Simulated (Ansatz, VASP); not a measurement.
**Ta in VASP and in Ansatz**

```
Ta
1.0
    -1.64814    1.64814    1.74967
     1.64814   -1.64814    1.74967
     1.64814    1.64814   -1.74967
Ta
1
Direct
  0.00000 0.00000 0.00000
```

Alike in both runs: task single point; functional PBE; k mesh 20 × 20 × 20; occupations gaussian, width 0.15 eV; no spin polarisation.

```csv
,VASP,Ansatz
version,VASP 6.6.1,Ansatz 0.2.0
potentials or method,"VASP PAW PBE potentials, release 64 (Ta_pv), cutoff 520 eV","scalar-relativistic, plane waves, PAW"
valence electrons in the cell,11,13
```

```tsv
	VASP	Ansatz	Ansatz less VASP
gap on the k mesh at the Fermi level (eV)	none	none	-
pressure (GPa)	-6.7	-6.7	-0.02
traceless stress, the component that is largest in VASP (GPa)	-3.62	-3.61	+0.004
```

A gap of «none» marks a metal or a gap that the smearing closes. VASP's potentials hold 11 valence electrons a cell and Ansatz's 13, so a difference there can come from the potentials and not from the codes.

Neither program's run includes spin-orbit coupling.
